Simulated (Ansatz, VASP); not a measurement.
## ZrB: VASP beside Ansatz

POSCAR

```
ZrB
1.0
    0.0000000000      2.4224938233      2.4224938233
    2.4224938233      0.0000000000      2.4224938233
    2.4224938233      2.4224938233      0.0000000000
Zr B
1 1
Direct
    0.5000000000      0.5000000000      0.5000000000
    0.0000000000      0.0000000000      0.0000000000
```

Contents of INCAR.step1:

```
PREC = Accurate ; ENCUT = 520
ISMEAR = 0 ; SIGMA = 0.05
LREAL = False ; LASPH = True
NELM = 80 ; NBANDS = 14
GGA = PE ; ALGO = Normal
EDIFF = 1E-4 ; LWAVE = True
LCHARG = False
```

INCAR.step2

```
PREC = Accurate ; ENCUT = 520
EDIFF = 1E-7 ; ISMEAR = 0
SIGMA = 0.05 ; LREAL = False
LASPH = True ; NELM = 80
ALGO = Normal ; ISIF = 2
LWAVE = False ; LCHARG = False
METAGGA = R2SCAN ; LMIXTAU = True
NBANDS = 14 ; ISTART = 1
```

Contents of KPOINTS:

```
regular mesh
0
Gamma
  12 12 12
```

Input for Ansatz:

```yaml
crystal:
  lattice:
    - [0.0, 2.4224938233, 2.4224938233]
    - [2.4224938233, 0.0, 2.4224938233]
    - [2.4224938233, 2.4224938233, 0.0]
  atoms:
    - { symbol: Zr, position: [0.5, 0.5, 0.5] }
    - { symbol: B, position: [0.0, 0.0, 0.0] }
basis:
  ecutwfc: 500
  ecutrho_ratio: 4
kpoints:
  mp_grid: { grid: [12, 12, 12] }
hamiltonian:
  xc: r2scan
scf:
  occupations: { method: gaussian, width: 0.05 }
output:
  forces: true
  stress: true
  eigenvalues: true
```

Alike in both runs: task single point; functional r2SCAN; k mesh 12 × 12 × 12; occupations gaussian, width 0.05 eV; no spin polarisation.

|  | VASP | Ansatz |
| --- | --- | --- |
| version | VASP 6.6.1 | Ansatz 0.2.0 |
| potentials or method | VASP PAW PBE potentials, release 64 (Zr_sv, B), cutoff 520 eV | scalar-relativistic, plane waves, PAW |
| valence electrons in the cell | 15 | 15 |

```csv
,VASP,Ansatz,Ansatz less VASP
gap on the k mesh at the Fermi level (eV),none,none,-
pressure (GPa),7.3,7.2,-0.07
```

VASP's potentials were made for PBE, not for r2SCAN. A gap of «none» marks a metal or a gap that the smearing closes. The functional is the same, so the differences come from potentials, cutoffs and numerics.
